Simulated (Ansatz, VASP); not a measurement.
Two plane-wave programs on Os

```
Os
1.0
     2.71752    0.00000    0.00000
    -1.35876    2.35345    0.00000
     0.00000    0.00000    4.28446
Os
2
Direct
  0.33333 0.66667 0.25000
  0.66667 0.33333 0.75000
```

Alike in both runs: task single point; functional LDA; k mesh 13 × 13 × 8; occupations fermi-dirac, width 0.01 eV; no spin polarisation.

```csv
,VASP,Ansatz
version,VASP 6.6.1,Ansatz 0.2.0
potentials or method,"VASP PAW LDA potentials, release 64 (Os), cutoff 520 eV","plane waves (420 eV) with PAW, scalar-relativistic"
valence electrons in the cell,16,32
```

VASP gave:

```
pressure (GPa)                                                : 0.9
traceless stress, the component that is largest in VASP (GPa) : -0.81
```

Problem. Which values does Ansatz return?

Solution. Pressure (GPa): -0.1; traceless stress, the component that is largest in VASP (GPa): -0.71.

Ansatz warns that its potentials were made for another functional, while VASP's fit it. LDA's correlation is that of Perdew and Zunger in VASP and of Perdew and Wang (1992) in Ansatz. VASP's potentials hold 16 valence electrons a cell and Ansatz's 32, so a difference there can come from the potentials and not from the codes.

Neither program's run includes spin-orbit coupling.
